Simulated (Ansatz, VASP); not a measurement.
## CdS: VASP beside Ansatz

```xyz
2
Lattice="0.0000 2.7878 2.7878 2.7878 0.0000 2.7878 2.7878 2.7878 0.0000" Properties=species:S:1:pos:R:3 pbc="T T T"
Cd    0.0000    0.0000    0.0000
S     4.1816    4.1816    4.1816
```

Alike in both runs: functional PBEsol; k mesh 8 × 8 × 8; occupations fermi-dirac, width 0.03 eV; no spin polarisation.

Ansatz relaxed the structure, and its values are those at the end. VASP's run is a single point on that final structure, the one shown.

|  | VASP | Ansatz |
| --- | --- | --- |
| version | VASP 6.6.1 | Ansatz 0.2.0 |
| potentials or method | VASP PAW PBE potentials, release 64 (Cd, S) | PAW with Ansatz's default frozen-core files, scalar-relativistic |
| plane-wave cutoff (eV) | 520 | 420 |
| valence electrons in the cell | 18 | 26 |

VASP gave:

| Property | Result |
| --- | --- |
| pressure (GPa) | 11.6 |

Which values does Ansatz return?

Pressure (GPa): 10.9.

VASP's potentials were made for PBE, not for PBEsol. VASP's potentials hold 18 valence electrons a cell and Ansatz's 26, so a difference there can come from the potentials and not from the codes. Ansatz's warnings: stress scf threshold loose.
